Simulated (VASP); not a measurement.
Runs of VASP 6.6.1 on Na. The structure is that of space group Im-3m (No. 229), or close to it. The cells are those of the table. 

| cell | gap on the mesh (eV) | pressure (GPa) |
| --- | --- | --- |
| a = 3.637 Å, angles 108.8, 108.8, 110.8°, 1 atom | none | -0.1 |
| a = 3.484 Å, angles 109.5°, 1 atom | none | 1.0 |
| a = 3.576 Å, angles 109.5°, 1 atom | none | 0.3 |
| a = 3.546 Å, angles 108.8, 108.8, 110.9°, 1 atom | none | (b) |
| a = 3.515 Å, angles 110.2, 110.2, 108.1°, 1 atom | none | (a) |
| a = 3.851 Å, angles 109.5°, 1 atom | none | -1.1 |

Alike in all rows: task single point; level PBEsol; potentials or basis VASP PAW PBE potentials, release 64 (Na_pv); no spin polarisation; k mesh 16 × 16 × 16; cutoff (eV) 520; smearing gaussian 0.15 eV.

**Question.** Estimate the missing entries.

**Answer.** (a) 0.7; (b) 0.5.

Caveats: the PAW data sets were made with another functional, which shifts forces and pressure a little.

A gap of «none» marks levels without a gap at the run's occupations.
